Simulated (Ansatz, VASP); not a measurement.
# Two plane-wave programs on FePt3

File INCAR:

```
SYSTEM = FePt3
PREC = Accurate
ENCUT = 520
EDIFF = 1E-6
ISMEAR = 0
SIGMA = 0.1
LREAL = .False.
LASPH = .True.
NELM = 150
ALGO = Normal
ISIF = 2
LWAVE = .False.
LCHARG = .False.
ISPIN = 2
MAGMOM = 4 0 0 0
LORBIT = 11
LMAXMIX = 4
GGA = PE
NBANDS = 31
```

The input KPOINTS:

```
regular mesh
0
Gamma
  6 6 4
  0 0 0
```

Contents of POSCAR:

```
FePt3
1.0
    1.8625129000     -3.0008366200      0.0000000000
    1.8625129000      3.0008366200      0.0000000000
    0.0000000000      0.0000000000      6.3498641300
Fe Pt
1 3
Direct
    0.5000000000      0.5000000000      0.0000000000
    0.2158588200      0.7841411800      0.0000000000
    0.7841411800      0.2158588200      0.0000000000
    0.0000000000      0.0000000000      0.5000000000
```

Input for Ansatz:

```yaml
crystal:
  lattice:
    - [1.8625129, -3.00083662, 0.0]
    - [1.8625129, 3.00083662, 0.0]
    - [0.0, 0.0, 6.34986413]
  atoms:
    - { symbol: Fe, position: [0.5, 0.5, 0.0], spin: 4.0 }
    - { symbol: Pt, position: [0.21585882, 0.78414118, 0.0] }
    - { symbol: Pt, position: [0.78414118, 0.21585882, 0.0] }
    - { symbol: Pt, position: [0.0, 0.0, 0.5] }
basis:
  ecutwfc: 420
kpoints:
  mp_grid: { grid: [6, 6, 4] }
hamiltonian:
  xc: pbe
scf:
  occupations: { method: gaussian, width: 0.1 }
  lower_state_search: "off"
output:
  forces: true
  stress: true
  eigenvalues: true
  populations: true
magnetization:
  spin_polarized: true
```

Alike in both runs: task single point; functional PBE; k mesh 6 × 6 × 4; occupations gaussian, width 0.1 eV; collinear spin.

|  | VASP | Ansatz |
| --- | --- | --- |
| version | VASP 6.6.1 | Ansatz 0.2.0 |
| potentials or method | VASP PAW PBE potentials, release 64 (Fe, Pt), cutoff 520 eV | scalar-relativistic, plane waves, PAW |
| valence electrons in the cell | 38 | 70 |

|  | VASP | Ansatz | Ansatz less VASP |
| --- | --- | --- | --- |
| gap on the k mesh at the Fermi level (eV) | none | none | - |
| rms of the force components (eV/Å) | 12.203 | 16.027 | +3.8241 |
| net moment per atom (μB) | 0.17 | 0.15 | -0.020 |
| size of the moment on the site where the two differ most (μB) | 0.31 | 0.22 | -0.088 |

Site moments also hang on the region over which each program counts them. Atom by atom the forces differ by 3.824 eV/Å (rms over components). A gap of «none» marks a metal or a gap that the smearing closes. VASP's potentials hold 38 valence electrons a cell and Ansatz's 70, so a difference there can come from the potentials and not from the codes.

Spin-orbit coupling is off throughout.
